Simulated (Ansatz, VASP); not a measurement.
## NaTl in VASP and in Ansatz

```
Na Tl
1.0
    -0.03735    3.71662    3.71662
     3.71662   -0.03735    3.71662
     3.71662    3.71662   -0.03735
Na Tl
2 2
Direct
  0.50000 0.50000 0.50000
  0.75000 0.75000 0.75000
  0.00000 0.00000 0.00000
  0.25000 0.25000 0.25000
```

Change from the starting cell: equal xy, yz and zx shear strains of -1 %.

Alike in both runs: task single point; functional PBEsol; k mesh 10 × 10 × 10; occupations fermi-dirac, width 0.05 eV; no spin polarisation.

|  | VASP | Ansatz |
| --- | --- | --- |
| version | VASP 6.6.1 | Ansatz 0.2.0 |
| potentials or method | VASP PAW PBE potentials, release 64 (Na_pv, Tl_d), cutoff 520 eV | all-electron LAPW, scalar-relativistic |

|  | VASP | Ansatz | Ansatz less VASP |
| --- | --- | --- | --- |
| pressure (GPa) | 0.1 | 0.1 | +0.02 |
| traceless stress, the component that is largest in VASP (GPa) | 0.19 | 0.19 | 0.000 |

VASP's potentials were made for PBE, not for PBEsol. Ansatz ran all-electron here, and VASP with PAW potentials.

Neither program's run includes spin-orbit coupling.
